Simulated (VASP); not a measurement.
Write the native input for VASP 6.6.1 that does the following.

| Property | Result |
| --- | --- |
| Task | single point |
| Functional | r2SCAN |
| Potentials or basis | VASP PAW PBE potentials, release 64 (Y_sv) |
| Cutoff | 520 eV |
| k mesh | 9 × 9 × 9 |
| Occupations | fermi-dirac, width 0.1 eV |
| Spin | no spin polarisation |
| Dipole correction | no |
| Further INCAR settings | ALGO = Normal; EDIFF = 1e-06; NBANDS = 12 |

The system is Y.

```
Y
1.0
    -2.02813    2.02813    2.02813
     2.02813   -2.02813    2.02813
     2.02813    2.02813   -2.02813
Y
1
Direct
  0.00000 0.00000 0.00000
```

One way to write it, as run:

POSCAR

```
Y
1.0
   -2.0281335872      2.0281335872      2.0281335872
    2.0281335872     -2.0281335872      2.0281335872
    2.0281335872      2.0281335872     -2.0281335872
Y
1
Direct
    0.0000000000      0.0000000000      0.0000000000
```

INCAR.step1

```
SYSTEM = Y
ALGO = Normal
EDIFF = 1E-4
ENCUT = 520
GGA = PE
ISMEAR = -1
LASPH = .True.
LCHARG = .False.
LREAL = .False.
LWAVE = .True.
NBANDS = 12
NELM = 80
PREC = Accurate
SIGMA = 0.1
```

INCAR.step2

```
SYSTEM = Y
ALGO = Normal
EDIFF = 1E-6
ENCUT = 520
ISIF = 2
ISMEAR = -1
ISTART = 1
LASPH = .True.
LCHARG = .False.
LMIXTAU = .True.
LREAL = .False.
LWAVE = .False.
METAGGA = R2SCAN
NBANDS = 12
NELM = 80
PREC = Accurate
SIGMA = 0.1
```

KPOINTS

```
k-points
0
Gamma
  9 9 9
  0 0 0
```

Potentials or basis: VASP PAW PBE potentials, release 64 (Y_sv).

Launch:

```sh
$ cat potpaw_PBE.64/Y_sv/POTCAR > POTCAR
$ cp INCAR.step1 INCAR
$ mpirun -np 1 vasp_std > vasp.out
$ cp INCAR.step2 INCAR
$ mpirun -np 1 vasp_std > vasp.out
```

It gave:

```json
{
 "Pressure": "0.5 GPa"
}
```

Caveat: the PAW data sets were made with another functional, which shifts forces and pressure a little.

Wall time 62 s on 1 thread of Intel(R) Xeon(R) Platinum 8259CL CPU @ 2.50GHz (Skylake/Cascade Lake), on a shared host, peak memory 0.18 GiB.
